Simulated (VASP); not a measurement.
Set up this calculation in VASP 6.6.1, as the native input.

```yaml
Task: relaxation of cell and atoms
Functional: PBE
Potentials_or_basis: VASP PAW PBE potentials, release 64 (C)
Cutoff: 600 eV
k_mesh: 8 × 8 × 6
Occupations: gaussian, width 0.1 eV
Spin: no spin polarisation
Dipole_correction: no
Further_INCAR_settings: ALGO = Normal; EDIFF = 1e-06; IBRION = 2; EDIFFG = -0.04; NSW = 90; ISIF = 3
```

The structure of C lies in POSCAR:

```
C
1.0
    1.2234596300     -2.9201016100      0.0000000000
    1.2234596300      2.9201016100      0.0000000000
    0.0000000000      0.0000000000      3.4558927200
C
4
Direct
    0.5000000000      0.5000000000      0.7895990000
    0.5000000000      0.5000000000      0.2104010000
    0.3173019000      0.6826981000      0.5000000000
    0.6826981000      0.3173019000      0.5000000000
```

One way to write it, as run:

INCAR

```
  PREC = Accurate
  ENCUT = 600
  EDIFF = 1E-6
  ISMEAR = 0
  SIGMA = 0.1
  LREAL = False
  LASPH = True
  NELM = 100
  ALGO = Normal
  ISIF = 3
  LWAVE = False
  LCHARG = False
  GGA = PE
  IBRION = 2
  NSW = 90
  EDIFFG = -0.04
```

KPOINTS

```
Automatic mesh
0
Gamma
  8 8 6
```

Potentials or basis: VASP PAW PBE potentials, release 64 (C).

The run is started by

```bash
$ cat potpaw_PBE.64/C/POTCAR > POTCAR
$ mpirun -np 1 vasp_std > vasp.out
```

Results of the run:

```yaml
Relaxed_volume: 7.10 Å³/atom
Relaxed_cell: a = 3.376 Å, b = 3.376 Å, c = 3.429 Å, α = 90.00°, β = 90.00°, γ = 133.39°
Space_group_after_relaxing_to_0.05_Å: Cmmm (No. 65)
Energy_gained_by_relaxing: 258.4 meV/atom
Ionic_steps: 15
Pressure_after_relaxing: -0.1 GPa
Largest_force_after_relaxing: 0.028 eV/Å
Band_gap_on_the_k_mesh: zero (band 8 reaches 8.79 eV, above the bottom of band 9 at 6.54 eV)
```

Caveat: the volume moved by over 15 % at a fixed basis, so the end points are rough.

It took 12 min on 1 thread of AMD EPYC 7R13 (shared host), peak memory 0.13 GiB.
